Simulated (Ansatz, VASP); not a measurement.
**Two plane-wave programs on Bi3Te2S**

```
CELL_PARAMETERS angstrom
4.37858 0.00000 0.00000
-2.18929 3.79196 0.00000
0.00000 0.00000 24.58758
ATOMIC_POSITIONS crystal
Bi 0.00000 0.00000 0.88341
Bi 0.00000 0.00000 0.11659
Bi 0.66667 0.33333 0.71253
Bi 0.33333 0.66667 0.28747
Bi 0.33333 0.66667 0.53519
Bi 0.66667 0.33333 0.46481
Te 0.33333 0.66667 0.79661
Te 0.66667 0.33333 0.20339
Te 0.00000 0.00000 0.63926
Te 0.00000 0.00000 0.36074
S 0.66667 0.33333 0.93330
S 0.33333 0.66667 0.06670
```

Alike in both runs: task single point; functional PBE; k mesh 6 × 6 × 1; occupations gaussian, width 0.1 eV; no spin polarisation.

```csv
,VASP,Ansatz
version,VASP 6.6.1,Ansatz 0.2.0
potentials or method,"VASP PAW PBE potentials, release 64 (Bi_d, Te, S), cutoff 520 eV","scalar-relativistic, plane waves, PAW"
valence electrons in the cell,126,166
```

Ansatz gave:

| Property | Result |
| --- | --- |
| gap on the k mesh at the Fermi level (eV) | 0.11 |
| least direct gap on the mesh (eV) | 0.11 |
| pressure (GPa) | -0.2 |
| rms of the force components (eV/Å) | 0.042 |

**Question.** What did VASP give for the same quantities?

**Answer.** gap on the k mesh at the Fermi level (eV): 0.10; least direct gap on the mesh (eV): 0.10; pressure (GPa): -0.2; rms of the force components (eV/Å): 0.038.

Atom by atom the forces differ by 0.004 eV/Å (rms over components). With one functional, cell and mesh, what is left measures potentials, basis and numerics. VASP's potentials hold 126 valence electrons a cell and Ansatz's 166, so a difference there can come from the potentials and not from the codes.

Spin-orbit coupling is off throughout.
